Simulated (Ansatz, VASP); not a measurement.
# One calculation of ZnS, two programs

```
Zn S
1.0
     3.80545    0.00000    0.00000
    -1.90273    3.29562    0.00000
     0.00000    0.00000    6.55619
Zn S
2 2
Direct
  0.33333 0.66667 0.00342
  0.66667 0.33333 0.50342
  0.33333 0.66667 0.37158
  0.66667 0.33333 0.87158
```

Change from the starting cell: uniaxial_z strain +5.0%.

Alike in both runs: task single point; functional r2SCAN; k mesh 12 × 12 × 4; no spin polarisation.

```csv
,VASP,Ansatz
version,VASP 6.6.1,Ansatz 0.2.0
potentials or method,"VASP PAW PBE potentials, release 64 (Zn, S)","plane waves, PAW"
plane-wave cutoff (eV),520,500
occupations,"gaussian, width 0.01 eV",fixed
valence electrons in the cell,36,36
```

```tsv
	VASP	Ansatz	Ansatz less VASP
gap on the k mesh at the Fermi level (eV)	2.37	2.37	-0.005
pressure (GPa)	-3.4	-3.4	-0.03
traceless stress, the component that is largest in VASP (GPa)	-3.43	-3.37	+0.062
```

VASP's potentials were made for PBE, not for r2SCAN.
